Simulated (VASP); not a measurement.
A run of VASP 6.6.1 is set up as follows.

The input INCAR:

```
SYSTEM = As
PREC     = Accurate       ! precision mode
ENCUT    = 520            ! plane-wave cutoff, eV
EDIFF    = 1E-6           ! SCF threshold, eV
ISMEAR   = -1             ! smearing method
SIGMA    = 0.08           ! smearing width, eV
LREAL    = .FALSE.        ! projectors in reciprocal space
LASPH    = .TRUE.         ! aspherical terms in the spheres
NELM     = 80             ! most SCF steps
ALGO     = Normal         ! electronic algorithm
ISIF     = 2              ! what is computed and relaxed
LWAVE    = .FALSE.        ! write WAVECAR
LCHARG   = .FALSE.        ! write CHGCAR
NBANDS   = 8              ! bands
```

Contents of KPOINTS:

```
Automatic mesh
0
G
  15 15 15
  0 0 0
```

Contents of POSCAR:

```
As
1.0
    2.3149946201      0.0000000000      0.0000000000
    0.0000000000      2.3149946201      0.0000000000
    0.0000000000      0.0000000000      2.3149946201
As
1
Direct
    0.0000000000      0.0000000000      0.0000000000
```

Potentials or basis: VASP PAW LDA potentials, release 64 (As).

The run is started by

```console
$ cat potpaw_LDA.64/As/POTCAR > POTCAR
$ mpirun -np 1 vasp_std > vasp.out
```

Q: Predict the pressure.

A: 106.4 GPa.
